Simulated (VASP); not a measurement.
# Be (Im-3m) in VASP: a series of runs, part 2 of 2

VASP 6.6.1. The steps go on from the part before.

**3. Single point, LDA**

INCAR reads:

```
SYSTEM = Be
  ALGO = Normal
  EDIFF = 1E-6
  ENCUT = 520
  ISIF = 2
  ISMEAR = 1
  LASPH = .True.
  LCHARG = .False.
  LREAL = .False.
  LWAVE = .False.
  NBANDS = 7
  NELM = 80
  PREC = Accurate
  SIGMA = 0.1
```

KPOINTS reads:

```
k-points
0
Gamma
  14 14 14
  0 0 0
```

POSCAR reads:

```
Be
1.0
   -1.2503626590      1.2503626590      1.2503626590
    1.2503626590     -1.2503626590      1.2503626590
    1.2503626590      1.2503626590     -1.2503626590
Be
1
Direct
    0.0000000000      0.0000000000      0.0000000000
```

Potentials or basis: VASP PAW LDA potentials, release 64 (Be).

Started as:

```console
$ cat potpaw_LDA.64/Be/POTCAR > POTCAR
$ mpirun -np 1 vasp_std > vasp.out
```

OUTCAR:

```text
SYSTEM = Be
   EDIFF = 1E-6
   ENCUT = 520
   ISIF = 2
   ISMEAR = 1
   LASPH = .True.
   LREAL = .False.
   NELM = 80
   PREC = Accurate

 ion  position               nearest neighbor table
   1  0.000  0.000  0.000-

  LATTYP: Found a body centered cubic cell.
 ALAT       =     2.5007253180

  Lattice vectors:

 A1 = (  -1.2503626590,   1.2503626590,   1.2503626590)
 A2 = (   1.2503626590,  -1.2503626590,   1.2503626590)
 A3 = (   1.2503626590,   1.2503626590,  -1.2503626590)

Analysis of symmetry for initial positions (statically):
=====================================================================
 Subroutine PRICEL returns:
 Original cell was already a primitive cell.

 Routine SETGRP: Setting up the symmetry group for a
 body centered cubic supercell.

 Subroutine GETGRP returns: Found 48 space group operations
 (whereof 48 operations were pure point group operations)
 out of a pool of 48 trial point group operations.

The static configuration has the point symmetry O_h .

Analysis of symmetry for dynamics (positions and initial velocities):
=====================================================================
 Subroutine PRICEL returns:
 Original cell was already a primitive cell.

 Routine SETGRP: Setting up the symmetry group for a
 body centered cubic supercell.

 Subroutine GETGRP returns: Found 48 space group operations
 (whereof 48 operations were pure point group operations)
 out of a pool of 48 trial point group operations.

The dynamic configuration has the point symmetry O_h .

 Subroutine INISYM returns: Found 48 space group operations
 (whereof 48 operations are pure point group operations),
 and found     1 'primitive' translations

----------------------------------------------------------------------------------------

                                     Primitive cell

  volume of cell :       7.8193

  direct lattice vectors                    reciprocal lattice vectors
    -1.250362659  1.250362659  1.250362659     0.000000000  0.399883983  0.399883983
     1.250362659 -1.250362659  1.250362659     0.399883983  0.000000000  0.399883983
     1.250362659  1.250362659 -1.250362659     0.399883983  0.399883983  0.000000000

  length of vectors
     2.165691653  2.165691653  2.165691653     0.565521352  0.565521352  0.565521352

  position of ions in fractional coordinates (direct lattice)
     0.000000000  0.000000000  0.000000000

  ion indices of the primitive-cell ions
   primitive index   ion index
                 1           1

----------------------------------------------------------------------------------------

 KPOINTS: k-points

Automatic generation of k-mesh.
 Grid dimensions read from file:
 generate k-points for:   14   14   14

 Generating k-lattice:

  Cartesian coordinates                     Fractional coordinates (reciprocal lattice)
     0.000000000  0.028563142  0.028563142     0.071428571  0.000000000  0.000000000
     0.028563142  0.000000000  0.028563142     0.000000000  0.071428571  0.000000000
     0.028563142  0.028563142  0.000000000     0.000000000  0.000000000  0.071428571

  Length of vectors
     0.040394382  0.040394382  0.040394382

  Shift w.r.t. Gamma in fractional coordinates (k-lattice)
     0.000000000  0.000000000  0.000000000

 Subroutine IBZKPT returns following result:
 ===========================================

 Found    104 irreducible k-points:

 Following reciprocal coordinates:
            Coordinates               Weight
  0.000000  0.000000  0.000000      1.000000
  0.071429  0.000000  0.000000     12.000000
  0.142857  0.000000  0.000000     12.000000
  0.214286  0.000000  0.000000     12.000000
  0.285714  0.000000  0.000000     12.000000
  0.357143  0.000000  0.000000     12.000000
[... 16 lines left out ...]
  0.285714  0.285714  0.000000     24.000000
  0.357143  0.285714  0.000000     24.000000
 [... further k-points ...]
   k-points           NKPTS =    104   k-points in BZ     NKDIM =    104   number of bands    NBANDS=      7
   number of dos      NEDOS =    301   number of ions     NIONS =      1
   total plane-waves  NPLWV =   4096
   dimension x,y,z NGX =    16 NGY =   16 NGZ =   16
   dimension x,y,z NGXF=    32 NGYF=   32 NGZF=   32
   ions per type =               1
   NGX,Y,Z   is equivalent  to a cutoff of  12.28, 12.28, 12.28 a.u.
   NGXF,Y,Z  is equivalent  to a cutoff of  24.56, 24.56, 24.56 a.u.
 SYSTEM =  Be
   PREC   = accura    normal or accurate (medium, high low for compatibility)
   ISTART =      0    job   : 0-new  1-cont  2-samecut
   ICHARG =      2    charge: 1-file 2-atom 10-const
   ISPIN  =      1    spin polarized calculation?
   LNONCOLLINEAR =      F non collinear calculations
   LSORBIT =      F    spin-orbit coupling
   LASPH  =      T    aspherical Exc in radial PAW
   ENCUT  =  520.0 eV  38.22 Ry    6.18 a.u.   4.03  4.03  4.03*2*pi/ulx,y,z
   NELM   =     80;   NELMIN=  2; NELMDL= -5     # of ELM steps
   EDIFF  = 0.1E-05   stopping-criterion for ELM
   LREAL  =      F    real-space projection
   EDIFFG = 0.1E-04   stopping-criterion for IOM
   NSW    =      0    number of steps for IOM
   IBRION =     -1    ionic relax: 0-MD 1-quasi-New 2-CG
   NFREE  =      0    steps in history (QN), initial steepest desc. (CG)
   ISIF   =      2    stress and relaxation
   ISYM   =      2    0-nonsym 1-usesym 2-fastsym
   POTIM  = 0.5000    time-step for ionic-motion
   TEBEG  =    0.0;   TEEND  =   0.0 temperature during run
   PSTRESS=    0.0 pullay stress
   NELECT =       2.0000    total number of electrons
   NUPDOWN=      -1.0000    fix difference up-down
   EMIN   =  10.00;   EMAX   =-10.00  energy-range for DOS
   EFERMI =   0.00;   METHOD = LEGACY
   ISMEAR =     1;   SIGMA  =   0.10  broadening in eV -4-tet -1-fermi 0-gaus
   EFERMI_NEDOS =   21; number of points for ismear=-14 and -15
   IALGO  =     38    algorithm
   IMIX   =      4    mixing-type and parameters
     AMIX     =   0.40;   BMIX     =  1.00
     AMIX_MAG =   1.60;   BMIX_MAG =  1.00
  volume/ion in A,a.u.               =       7.82        52.77
  Fermi-wavevector in a.u.,A,eV,Ry     =   1.039191  1.963787 14.693184  1.079919
  Thomas-Fermi vector in A             =   2.173710
   LORBIT       =      0    0 simple, 1 ext, 2 COOP (PROOUT), +10 PAW based schemes
   GGA     = CA    functional components
   LHFCALC =     F    Hartree Fock is set to
   AEXX    =    0.0000 exact exchange contribution
   IVDW    =     0    specifies the selected vdW correction
   LEPSILON=     F    determine dielectric tensor
   LRPA    =     F    only Hartree local field effects (RPA)
 non-spin polarized calculation
 Methfessel and Paxton  Order N= 1 SIGMA  =   0.10
  energy-cutoff  :      520.00
  volume of cell :        7.82
 maximum number of plane-waves:       236
   NGX =  7   NGY =  7   NGZ =  7

 number of electron       2.0000000 magnetization

 Free energy of the ion-electron system (eV)
  ---------------------------------------------------
  ext. energy  EPLUGINS =         0.00000000
  ---------------------------------------------------
  free energy    TOTEN  =        -4.11282378 eV

  energy without entropy =       -4.11283530  energy(sigma->0) =       -4.11282762

 E-fermi :   7.7716     XC(G=0): -10.6644

 val. band max:        7.7011850926   @ k =   0.2857   0.2857   0.0714
 cond. band min:       8.0002845860   @ k =   0.3571   0.2143   0.0714
 fundamental gap:      0.2990994934
 Fermi energy:         7.7715790949

 k-point     1 :       0.0000    0.0000    0.0000
  band No.  band energies     occupation
      1      -4.4019      2.00000
      2      26.8039      0.00000
      3      26.8039      0.00000
      4      26.8039      0.00000
      5      38.5823      0.00000
      6      38.5823      0.00000
      7      38.5823      0.00000

 k-point     2 :       0.0714    0.0000    0.0000
  band No.  band energies     occupation
      1      -4.2255      2.00000
      2      25.9558      0.00000
      3      26.1320      0.00000
      4      26.6049      0.00000
      5      36.4634      0.00000
      6      36.7536      0.00000
      7      39.7263      0.00000
[... 201 lines left out ...]
 k-point    23 :       0.2857    0.2857    0.0000
  band No.  band energies     occupation
      1       3.8986      2.00000
      2       8.8487     -0.00000
      3      14.0184      0.00000
      4      20.7839      0.00000
      5      35.8643      0.00000
      6      36.7598      0.00000
      7      41.0550      0.00000

 k-point    24 :       0.3571    0.2857    0.0000
  band No.  band energies     occupation
      1       5.3286      2.00000
      2       7.3055      2.00000
      3      13.5525      0.00000
      4      20.6633      0.00000
      5      36.5525      0.00000
      6      37.7670      0.00000
      7      39.1522      0.00000

 [... further k-points ...]
[... 5 lines left out ...]
  --------------------------------------------------------------------------------------
  -------------------------------------------------------------------------------------
  Total       -0.2703668     -0.2703668     -0.2703668      0.0000000     -0.0000000      0.0000000
  in kB      -55.3982329    -55.3982329    -55.3982329      0.0000000     -0.0000000      0.0000000
  external PRESSURE =     -55.3982329 kB  Pullay stress =       0.0000000 kB

 VOLUME and BASIS-vectors are now :
 -----------------------------------------------------------------------------
  energy-cutoff  :      520.00
  volume of cell :        7.82
      direct lattice vectors                 reciprocal lattice vectors
    -1.250362659  1.250362659  1.250362659     0.000000000  0.399883983  0.399883983
     1.250362659 -1.250362659  1.250362659     0.399883983  0.000000000  0.399883983
     1.250362659  1.250362659 -1.250362659     0.399883983  0.399883983  0.000000000

 POSITION                                       TOTAL-FORCE (eV/Angst)
 -----------------------------------------------------------------------------------
      0.00000      0.00000      0.00000         0.000000      0.000000     -0.000000
 -----------------------------------------------------------------------------------
    total drift:                               -0.000000      0.000000      0.000000

  FREE ENERGIE OF THE ION-ELECTRON SYSTEM (eV)
  ---------------------------------------------------
  free  energy   TOTEN  =        -4.1128237803 eV

  energy  without entropy=       -4.1128352990  energy(sigma->0) =       -4.11282762
```

OSZICAR:

```text
N       E                     dE             d eps       ncg     rms          rms(c)
DAV:   1    -0.319288197384E+01   -0.31929E+01   -0.12036E+03  1589   0.245E+02
DAV:   2    -0.413323470983E+01   -0.94035E+00   -0.87114E+00  2051   0.205E+01
DAV:   3    -0.413449826072E+01   -0.12636E-02   -0.12636E-02  1610   0.698E-01
DAV:   4    -0.413449834395E+01   -0.83236E-07   -0.83267E-07  2233   0.598E-03
DAV:   5    -0.413449834509E+01   -0.11351E-08   -0.27432E-11  1645   0.170E-05    0.785E-01
DAV:   6    -0.411965217936E+01    0.14846E-01   -0.60170E-04  1540   0.164E-01    0.474E-01
DAV:   7    -0.411282731593E+01    0.68249E-02   -0.87527E-04  1561   0.202E-01    0.124E-02
DAV:   8    -0.411282395132E+01    0.33646E-05   -0.23274E-06  1596   0.111E-02    0.277E-03
DAV:   9    -0.411282378031E+01    0.17101E-06   -0.11790E-07  1260   0.231E-03
   1 F= -.41128238E+01 E0= -.41128276E+01  d E =0.115187E-04
```

Run time: 3.2 s. Hardware: 1 thread of Intel Xeon 8259CL, shared host; peak memory 0.11 GiB.

Results:

```yaml
Free_energy: -4.1128 eV
Pressure: -5.5 GPa
Band_gap_on_the_k_mesh: zero (band 1 reaches 11.61 eV, above the bottom of band 2 at 6.49 eV)
```

**4. Relaxation of cell and atoms, PBE**

This run uses another cell than the first one, of 7.87 Å³/atom, 1.007 times its volume.

INCAR reads:

```
PREC = Accurate ; ENCUT = 600
EDIFF = 1E-7 ; ISMEAR = 1
SIGMA = 0.1 ; LREAL = F
LASPH = T ; NELM = 80
ALGO = Normal ; ISIF = 3
LWAVE = F ; LCHARG = F
GGA = PE ; IBRION = 2
NSW = 60 ; EDIFFG = -0.01
```

KPOINTS reads:

```
Automatic mesh
0
Gamma
  11 11 11
```

POSCAR reads:

```
Be
1.0
   -1.2531209500      1.2531209500      1.2531209500
    1.2531209500     -1.2531209500      1.2531209500
    1.2531209500      1.2531209500     -1.2531209500
Be
1
Direct
    0.0000000000      0.0000000000      0.0000000000
```

Potentials or basis: VASP PAW PBE potentials, release 64 (Be).

Started as:

```console
$ cat potpaw_PBE.64/Be/POTCAR > POTCAR
$ mpirun -np 1 vasp_std > vasp.out
```

Wall time 3.7 s (1 thread of Intel Xeon 8259CL, shared host); peak memory 0.11 GiB.

It converged, with:

```
Free energy                            : -3.6583 eV
Relaxed volume                         : 7.84 Å³/atom
Relaxed cell                           : a = 2.167 Å, b = 2.167 Å, c = 2.167 Å, α = 109.47°, β = 109.47°, γ = 109.47°
Space group after relaxing (to 0.05 Å) : Im-3m (No. 229)
Energy gained by relaxing              : 0.1 meV/atom
Ionic steps                            : 2
Pressure after relaxing                : -0.1 GPa
Band gap on the k mesh                 : zero (band 1 reaches 10.41 eV, above the bottom of band 2 at 6.83 eV)
```

Final structure:
```
Be
1.0
    -1.25123    1.25123    1.25123
     1.25123   -1.25123    1.25123
     1.25123    1.25123   -1.25123
Be
1
Direct
  0.00000 0.00000 0.00000
```

Levels at points of the mesh, in eV from the Fermi level:
```tsv
k point	band 1	band 2	band 3	band 4	band 5
(0.00, 0.00, 0.00)	-12.08	19.60	19.60	19.60	30.97
```

**5. The runs side by side**

| task | level | potentials or basis | cell | k mesh | cutoff (eV) | gap on the mesh (eV) | pressure (GPa) |
| --- | --- | --- | --- | --- | --- | --- | --- |
| single point | PBE | VASP PAW PBE potentials, release 64 (Be) | a = 2.166 Å, angles 109.5°, 1 atom | 11 × 11 × 11 | 520 | none | 0.2 |
| single point | LDA | VASP PAW LDA potentials, release 64 (Be) | a = 2.166 Å, angles 109.5°, 1 atom | 14 × 14 × 14 | 520 | none | -5.5 |
| relaxation of cell and atoms | PBE | VASP PAW PBE potentials, release 64 (Be) | relaxed from a = 2.170 Å, angles 109.5°, 1 atom | 11 × 11 × 11 | 600 | none | -0.1 |

Alike in all rows: no spin polarisation; smearing methfessel-paxton 0.1 eV.

Absolute energies hang on the potentials; compare differences alone.
